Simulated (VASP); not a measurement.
# GeW3 (Fm-3m) in VASP: single point with PBE

Aim: the single point of GeW3 with PBE.

Program: VASP 6.6.1. These are calculated values, not measurements. Logs are shortened: lines on timing, memory, paths and dates and some standing lists are left out, and cuts for length are marked.

### 1 The cell of the first run

The structure is cubic, space group Fm-3m (No. 225). Conventional cell: a = 6.753 Å, b = 6.753 Å, c = 6.753 Å, α = 90.00°, β = 90.00°, γ = 90.00°. Within 3.9 Å of Ge (site symmetry m-3m) lie 14 W at 2.92 to 3.38 Å. W (site symmetry -43m) has 4 Ge at 2.92 Å and 10 W at 2.92 to 3.38 Å within 3.9 Å. W (site symmetry m-3m) has 8 W at 2.92 Å and 6 Ge at 3.38 Å within 3.9 Å.

### 2 Single point, PBE

Contents of INCAR:

```
SYSTEM = GeW3
PREC = Accurate ; ENCUT = 520
EDIFF = 1E-6 ; ISMEAR = 0
SIGMA = 0.1 ; LREAL = .FALSE.
LASPH = .TRUE. ; NELM = 60
ALGO = Fast ; ISIF = 2
LWAVE = .FALSE. ; LCHARG = .TRUE.
GGA = PE ; LELF = .TRUE.
LVHAR = .TRUE. ; NBANDS = 36
```

Contents of KPOINTS:

```
Automatic mesh
0
G
  4 4 4
  0 0 0
```

Contents of POSCAR:

```
GeW3
1.0
    0.0000000000      3.3763019300      3.3763019300
    3.3763019300      0.0000000000      3.3763019300
    3.3763019300      3.3763019300      0.0000000000
Ge W
1 3
Direct
    0.0000000000      0.0000000000      0.0000000000
    0.2500000000      0.2500000000      0.2500000000
    0.7500000000      0.7500000000      0.7500000000
    0.5000000000      0.5000000000      0.5000000000
```

Potentials or basis: VASP PAW PBE potentials, release 64 (Ge_d, W_sv).

The run is started by

```sh
$ cat potpaw_PBE.64/Ge_d/POTCAR potpaw_PBE.64/W_sv/POTCAR > POTCAR
$ mpirun -np 1 vasp_std > vasp.out
```

OUTCAR:

```text
SYSTEM = GeW3
   PREC = Accurate
   ENCUT = 520
   EDIFF = 1E-6
   ISMEAR = 0
   LREAL = .FALSE.
   LASPH = .TRUE.
   NELM = 60
   ISIF = 2
   GGA = PE

 ion  position               nearest neighbor table
   1  0.000  0.000  0.000-   3 2.92   3 2.92   3 2.92   2 2.92   3 2.92   2 2.92   2 2.92   2 2.92

   2  0.250  0.250  0.250-   1 2.92   1 2.92   1 2.92   1 2.92   4 2.92   4 2.92   4 2.92   4 2.92
                             3 3.38   3 3.38   3 3.38   3 3.38   3 3.38   3 3.38
   3  0.750  0.750  0.750-   4 2.92   4 2.92   4 2.92   1 2.92   4 2.92   1 2.92   1 2.92   1 2.92
                             2 3.38   2 3.38   2 3.38   2 3.38   2 3.38   2 3.38
   4  0.500  0.500  0.500-   2 2.92   2 2.92   2 2.92   2 2.92   3 2.92   3 2.92   3 2.92   3 2.92

  LATTYP: Found a face centered cubic cell.
 ALAT       =     6.7526038600

  Lattice vectors:

 A1 = (   0.0000000000,   3.3763019300,   3.3763019300)
 A2 = (   3.3763019300,   0.0000000000,   3.3763019300)
 A3 = (   3.3763019300,   3.3763019300,   0.0000000000)

Analysis of symmetry for initial positions (statically):
=====================================================================
 Subroutine PRICEL returns:
 Original cell was already a primitive cell.

 Routine SETGRP: Setting up the symmetry group for a
 face centered cubic supercell.

 Subroutine GETGRP returns: Found 48 space group operations
 (whereof 48 operations were pure point group operations)
 out of a pool of 48 trial point group operations.

The static configuration has the point symmetry O_h .

Analysis of symmetry for dynamics (positions and initial velocities):
=====================================================================
 Subroutine PRICEL returns:
 Original cell was already a primitive cell.

 Routine SETGRP: Setting up the symmetry group for a
 face centered cubic supercell.

 Subroutine GETGRP returns: Found 48 space group operations
 (whereof 48 operations were pure point group operations)
 out of a pool of 48 trial point group operations.

The dynamic configuration has the point symmetry O_h .

 Subroutine INISYM returns: Found 48 space group operations
 (whereof 48 operations are pure point group operations),
 and found     1 'primitive' translations

----------------------------------------------------------------------------------------

                                     Primitive cell

  volume of cell :      76.9757

  direct lattice vectors                    reciprocal lattice vectors
     0.000000000  3.376301930  3.376301930    -0.148091021  0.148091021  0.148091021
     3.376301930  0.000000000  3.376301930     0.148091021 -0.148091021  0.148091021
     3.376301930  3.376301930  0.000000000     0.148091021  0.148091021 -0.148091021

  length of vectors
     4.774811980  4.774811980  4.774811980     0.256501173  0.256501173  0.256501173

  position of ions in fractional coordinates (direct lattice)
     0.000000000  0.000000000  0.000000000
     0.250000000  0.250000000  0.250000000
     0.750000000  0.750000000  0.750000000
     0.500000000  0.500000000  0.500000000

  ion indices of the primitive-cell ions
   primitive index   ion index
                 1           1
                 2           2
                 3           3
                 4           4

----------------------------------------------------------------------------------------

 KPOINTS: Automatic mesh

Automatic generation of k-mesh.
 Grid dimensions read from file:
 generate k-points for:    4    4    4

 Generating k-lattice:

  Cartesian coordinates                     Fractional coordinates (reciprocal lattice)
    -0.037022755  0.037022755  0.037022755     0.250000000  0.000000000  0.000000000
     0.037022755 -0.037022755  0.037022755     0.000000000  0.250000000  0.000000000
     0.037022755  0.037022755 -0.037022755     0.000000000  0.000000000  0.250000000

  Length of vectors
     0.064125293  0.064125293  0.064125293

  Shift w.r.t. Gamma in fractional coordinates (k-lattice)
     0.000000000  0.000000000  0.000000000

 Subroutine IBZKPT returns following result:
 ===========================================

 Found      8 irreducible k-points:

 Following reciprocal coordinates:
            Coordinates               Weight
  0.000000  0.000000  0.000000      1.000000
  0.250000  0.000000  0.000000      8.000000
  0.500000  0.000000  0.000000      4.000000
  0.250000  0.250000  0.000000      6.000000
  0.500000  0.250000  0.000000     24.000000
 -0.250000  0.250000  0.000000     12.000000
  0.500000  0.500000  0.000000      3.000000
 -0.250000  0.500000  0.250000      6.000000
   k-points           NKPTS =      8   k-points in BZ     NKDIM =      8   number of bands    NBANDS=     36
   number of dos      NEDOS =    301   number of ions     NIONS =      4
   total plane-waves  NPLWV =  46656
   dimension x,y,z NGX =    36 NGY =   36 NGZ =   36
   dimension x,y,z NGXF=    72 NGYF=   72 NGZF=   72
   ions per type =               1   3
   NGX,Y,Z   is equivalent  to a cutoff of  12.53, 12.53, 12.53 a.u.
   NGXF,Y,Z  is equivalent  to a cutoff of  25.07, 25.07, 25.07 a.u.
 SYSTEM =  GeW3
   PREC   = accura    normal or accurate (medium, high low for compatibility)
   ISTART =      0    job   : 0-new  1-cont  2-samecut
   ICHARG =      2    charge: 1-file 2-atom 10-const
   ISPIN  =      1    spin polarized calculation?
   LNONCOLLINEAR =      F non collinear calculations
   LSORBIT =      F    spin-orbit coupling
   LASPH  =      T    aspherical Exc in radial PAW
   ENCUT  =  520.0 eV  38.22 Ry    6.18 a.u.   8.88  8.88  8.88*2*pi/ulx,y,z
   NELM   =     60;   NELMIN=  2; NELMDL= -5     # of ELM steps
   EDIFF  = 0.1E-05   stopping-criterion for ELM
   LREAL  =      F    real-space projection
   EDIFFG = 0.1E-04   stopping-criterion for IOM
   NSW    =      0    number of steps for IOM
   IBRION =     -1    ionic relax: 0-MD 1-quasi-New 2-CG
   NFREE  =      0    steps in history (QN), initial steepest desc. (CG)
   ISIF   =      2    stress and relaxation
   ISYM   =      2    0-nonsym 1-usesym 2-fastsym
   POTIM  = 0.5000    time-step for ionic-motion
   TEBEG  =    0.0;   TEEND  =   0.0 temperature during run
   PSTRESS=    0.0 pullay stress
   NELECT =      56.0000    total number of electrons
   NUPDOWN=      -1.0000    fix difference up-down
   EMIN   =  10.00;   EMAX   =-10.00  energy-range for DOS
   EFERMI =   0.00;   METHOD = LEGACY
   ISMEAR =     0;   SIGMA  =   0.10  broadening in eV -4-tet -1-fermi 0-gaus
   EFERMI_NEDOS =   21; number of points for ismear=-14 and -15
   IALGO  =     68    algorithm
   IMIX   =      4    mixing-type and parameters
     AMIX     =   0.40;   BMIX     =  1.00
     AMIX_MAG =   1.60;   BMIX_MAG =  1.00
  volume/ion in A,a.u.               =      19.24       129.86
  Fermi-wavevector in a.u.,A,eV,Ry     =   1.472379  2.782393 29.496062  2.167899
  Thomas-Fermi vector in A             =   2.587401
   LORBIT       =      0    0 simple, 1 ext, 2 COOP (PROOUT), +10 PAW based schemes
   GGA     = PE    functional components
   LHFCALC =     F    Hartree Fock is set to
   AEXX    =    0.0000 exact exchange contribution
   IVDW    =     0    specifies the selected vdW correction
   LEPSILON=     F    determine dielectric tensor
   LRPA    =     F    only Hartree local field effects (RPA)
 non-spin polarized calculation
 RMM-DIIS sequential band-by-band and
 Gauss-broadening in eV      SIGMA  =   0.10
  energy-cutoff  :      520.00
  volume of cell :       76.98
 maximum number of plane-waves:      2120
   NGX = 17   NGY = 17   NGZ = 17

 number of electron      56.0000010 magnetization

 Free energy of the ion-electron system (eV)
  ---------------------------------------------------
  ext. energy  EPLUGINS =         0.00000000
  ---------------------------------------------------
  free energy    TOTEN  =       -40.11430157 eV

  energy without entropy =      -40.07682908  energy(sigma->0) =      -40.09556533

 E-fermi :   8.3132     XC(G=0): -12.2367

 val. band max:        8.2746905435   @ k =   0.2500   0.2500   0.0000
 cond. band min:       8.3231749678   @ k =  -0.2500   0.2500   0.0000
 fundamental gap:      0.0484844243
 Fermi energy:         8.3131673473

 k-point     1 :       0.0000    0.0000    0.0000
  band No.  band energies     occupation
      1     -66.2109      2.00000
      2     -65.8850      2.00000
      3     -65.8792      2.00000
      4     -30.3835      2.00000
      5     -30.3835      2.00000
      6     -30.3835      2.00000
[... 28 lines left out ...]
     35      11.8163      0.00000
     36      11.8163      0.00000

 k-point     2 :       0.2500    0.0000    0.0000
  band No.  band energies     occupation
      1     -66.2096      2.00000
      2     -65.8851      2.00000
      3     -65.8806      2.00000
      4     -30.4008      2.00000
      5     -30.4008      2.00000
      6     -30.3880      2.00000
[... 28 lines left out ...]
     35      12.0292      0.00000
     36      12.7444      0.00000

 k-point     3 :       0.5000    0.0000    0.0000
  band No.  band energies     occupation
      1     -66.2082      2.00000
      2     -65.8840      2.00000
      3     -65.8831      2.00000
      4     -30.4162      2.00000
      5     -30.4162      2.00000
      6     -30.3794      2.00000
[... 28 lines left out ...]
     35      10.3409      0.00000
     36      14.2307      0.00000

 k-point     4 :       0.2500    0.2500    0.0000
  band No.  band energies     occupation
      1     -66.2091      2.00000
      2     -65.8853      2.00000
      3     -65.8808      2.00000
      4     -30.4226      2.00000
      5     -30.4226      2.00000
      6     -30.3578      2.00000
[... 28 lines left out ...]
     35      10.9036      0.00000
     36      12.7191      0.00000

 k-point     5 :       0.5000    0.2500    0.0000
  band No.  band energies     occupation
      1     -66.2077      2.00000
      2     -65.8848      2.00000
      3     -65.8828      2.00000
      4     -30.4373      2.00000
      5     -30.4276      2.00000
      6     -30.3630      2.00000
[... 28 lines left out ...]
     35      11.1527      0.00000
     36      11.9312      0.00000

 k-point     6 :      -0.2500    0.2500    0.0000
  band No.  band energies     occupation
      1     -66.2082      2.00000
      2     -65.8847      2.00000
      3     -65.8824      2.00000
      4     -30.4172      2.00000
      5     -30.4021      2.00000
      6     -30.4017      2.00000
[... 28 lines left out ...]
     35      11.2800      0.00000
     36      11.7148      0.00000

 k-point     7 :       0.5000    0.5000    0.0000
  band No.  band energies     occupation
      1     -66.2073      2.00000
      2     -65.8856      2.00000
      3     -65.8824      2.00000
      4     -30.4565      2.00000
      5     -30.4565      2.00000
      6     -30.3153      2.00000
[... 28 lines left out ...]
     35      10.7629      0.00000
     36      10.8087      0.00000

 k-point     8 :      -0.2500    0.5000    0.2500
  band No.  band energies     occupation
      1     -66.2073      2.00000
      2     -65.8841      2.00000
      3     -65.8841      2.00000
      4     -30.4583      2.00000
      5     -30.3896      2.00000
      6     -30.3896      2.00000
[... 28 lines left out ...]
     35      10.8454      0.00000
     36      11.6065      0.00000

------------------------ aborting loop because EDIFF is reached ----------------------------------------

  FORCE on cell =-STRESS in cart. coord.  units (eV):
  Direction    XX          YY          ZZ          XY          YZ          ZX
  --------------------------------------------------------------------------------------
  -------------------------------------------------------------------------------------
  Total      -14.8182066    -14.8182066    -14.8182066      0.0000000      0.0000000      0.0000000
  in kB     -308.4270080   -308.4270080   -308.4270080      0.0000000      0.0000000      0.0000000
  external PRESSURE =    -308.4270080 kB  Pullay stress =       0.0000000 kB

 VOLUME and BASIS-vectors are now :
 -----------------------------------------------------------------------------
  energy-cutoff  :      520.00
  volume of cell :       76.98
      direct lattice vectors                 reciprocal lattice vectors
     0.000000000  3.376301930  3.376301930    -0.148091021  0.148091021  0.148091021
     3.376301930  0.000000000  3.376301930     0.148091021 -0.148091021  0.148091021
     3.376301930  3.376301930  0.000000000     0.148091021  0.148091021 -0.148091021

 POSITION                                       TOTAL-FORCE (eV/Angst)
 -----------------------------------------------------------------------------------
      0.00000      0.00000      0.00000         0.000000      0.000000      0.000000
      1.68815      1.68815      1.68815        -0.000000     -0.000000     -0.000000
      5.06445      5.06445      5.06445         0.000000      0.000000     -0.000000
      3.37630      3.37630      3.37630         0.000000      0.000000      0.000000
 -----------------------------------------------------------------------------------
    total drift:                                0.000000      0.000000      0.000000

  FREE ENERGIE OF THE ION-ELECTRON SYSTEM (eV)
  ---------------------------------------------------
  free  energy   TOTEN  =       -40.1143015672 eV

  energy  without entropy=      -40.0768290844  energy(sigma->0) =      -40.09556533
```

It took 90 s on 1 thread of AMD EPYC 7R13 (Zen 3), shared host; peak memory 0.17 GiB.

What came out:

```yaml
Free_energy: -40.1143 eV
Pressure: -30.8 GPa
Band_gap_on_the_k_mesh: zero (band 28 reaches 9.74 eV, above the bottom of band 29 at 7.95 eV)
```

Levels at points of the mesh, in eV from the Fermi level:
```csv
k point,band 26,band 27,band 28,band 29,band 30,band 31
"(0.00, 0.00, 0.00)",-1.79,-1.79,1.43,1.43,1.43,2.00
"(0.50, 0.00, 0.00)",-1.43,-1.40,-0.36,-0.36,1.43,1.43
"(0.50, 0.50, 0.00)",-1.85,-0.53,-0.15,-0.15,0.33,1.27
```

Caveat: the k points lie up to 0.40 Å⁻¹ apart; spin-orbit coupling is left out, which moves the levels of the heavy elements.
